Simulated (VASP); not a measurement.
Write the native input for VASP 6.6.1 that does the following.

| Property | Result |
| --- | --- |
| Task | single point |
| Functional | PBE |
| Potentials or basis | VASP PAW PBE potentials, release 64 (In_d, Ga_d, N) |
| Cutoff | 520 eV |
| k mesh | 6 × 6 × 6 |
| Occupations | gaussian, width 0.1 eV |
| Spin | collinear spin, ferromagnetic start |
| Starting moments | [0.0, 0.0, 0.0, 1.0, 1.0, 1.0] μB |
| Dipole correction | no |
| Further INCAR settings | ALGO = Normal; EDIFF = 1e-07; NBANDS = 40 |

The structure of InGa2N3 lies in POSCAR:

```
InGa2N3
1.0
    2.9452265426      1.7004273372      2.7124968177
   -2.9452265426      1.7004273372      2.7124968177
    0.0000000000     -3.4008546744      2.7124968177
In Ga N
1 2 3
Direct
    0.5000000000      0.5000000000      0.5000000000
    0.1662531430      0.1662531430      0.1662531430
    0.8337468570      0.8337468570      0.8337468570
    0.0000000000      0.5000000000      0.5000000000
    0.5000000000      0.0000000000      0.5000000000
    0.5000000000      0.5000000000      0.0000000000
```

The cell was built from a structure type or drawn by symmetry, and may not be a known phase.

One way to write it, as run:

INCAR

```
SYSTEM = InGa2N3
ALGO = Normal
EDIFF = 1E-7
ENCUT = 520
GGA = PE
ISIF = 2
ISMEAR = 0
ISPIN = 2
LASPH = .TRUE.
LCHARG = .TRUE.
LELF = .TRUE.
LORBIT = 11
LREAL = .FALSE.
LVHAR = .TRUE.
LWAVE = .FALSE.
MAGMOM = 0 0 0 1 1 1
NBANDS = 40
NELM = 150
PREC = Accurate
SIGMA = 0.1
```

KPOINTS

```
k-points
0
G
  6 6 6
  0 0 0
```

Potentials or basis: VASP PAW PBE potentials, release 64 (In_d, Ga_d, N).

Run with:

```bash
$ cat potpaw_PBE.64/In_d/POTCAR potpaw_PBE.64/Ga_d/POTCAR potpaw_PBE.64/N/POTCAR > POTCAR
$ mpirun -np 1 vasp_std > vasp.out
```

Results of the run:

| Property | Result |
| --- | --- |
| Pressure | 1.8 GPa |
| Largest force | 0.056 eV/Å |
| Net moment | 1.84 μB per cell |
| Site moments | In +0.02; Ga +0.01; N +0.43 μB |
| Valence electrons inside the program's atomic spheres | In 11.63; Ga 11.44; N 3.59 |

Wall time 80 s on 1 thread of Intel(R) Xeon(R) 6975P-C (Granite Rapids) (shared host), peak memory 0.3 GiB.
